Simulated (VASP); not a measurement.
Write the native input for VASP 6.6.1 that does the following.

- Task: single point
- Functional: PBE
- Potentials or basis: VASP PAW PBE potentials, release 64 (Al, Co_sv)
- Cutoff: 690 eV
- k mesh: 6 × 6 × 6
- Occupations: gaussian, width 0.1 eV
- Spin: collinear spin, ferromagnetic start
- Starting moments: [0.0, 3.0] μB
- Dipole correction: no
- Further INCAR settings: ALGO = Normal; EDIFF = 1e-06; NBANDS = 21

The structure of AlCo lies in POSCAR:

```
AlCo
1.0
    2.8525284611      0.0000000000      0.0000000000
    0.0000000000      2.8525284611      0.0000000000
    0.0000000000      0.0000000000      2.8525284611
Al Co
1 1
Direct
    0.0000000000      0.0000000000      0.0000000000
    0.5000000000      0.5000000000      0.5000000000
```

These files were run (other wordings do the same):

INCAR

```
PREC     = Accurate       # precision mode
ENCUT    = 690            # plane-wave cutoff, eV
EDIFF    = 1E-6           # SCF threshold, eV
ISMEAR   = 0              # smearing method
SIGMA    = 0.1            # smearing width, eV
LREAL    = False          # projectors in reciprocal space
LASPH    = True           # aspherical terms in the spheres
NELM     = 200            # most SCF steps
ALGO     = Normal         # electronic algorithm
ISIF     = 2              # what is computed and relaxed
LWAVE    = False          # write WAVECAR
LCHARG   = False          # write CHGCAR
ISPIN    = 2              # spin polarisation
MAGMOM   = 0 3            # initial moments
LORBIT   = 11             # projections on sites
LMAXMIX  = 4              # l up to which the mixer works
GGA      = PE             # functional
NBANDS   = 21             # bands
GGA_COMPAT= False
```

KPOINTS

```
Automatic mesh
0
Gamma
  6 6 6
```

Potentials or basis: VASP PAW PBE potentials, release 64 (Al, Co_sv).

Run with:

```bash
$ cat potpaw_PBE.64/Al/POTCAR potpaw_PBE.64/Co_sv/POTCAR > POTCAR
$ mpirun -np 1 vasp_std > vasp.out
```

Results of the run:

```
Pressure                                              : 0.1 GPa
Net moment                                            : 0.24 μB per cell
Site moments                                          : Al -0.01; Co +0.29 μB
Valence electrons inside the program's atomic spheres : Al 0.82; Co 15.19
```

Caveat: the k points lie up to 0.37 Å⁻¹ apart.

It took 16 s on 1 thread of Intel(R) Xeon(R) Platinum 8259CL CPU @ 2.50GHz (Skylake/Cascade Lake), with other jobs on the host, peak memory 0.16 GiB.
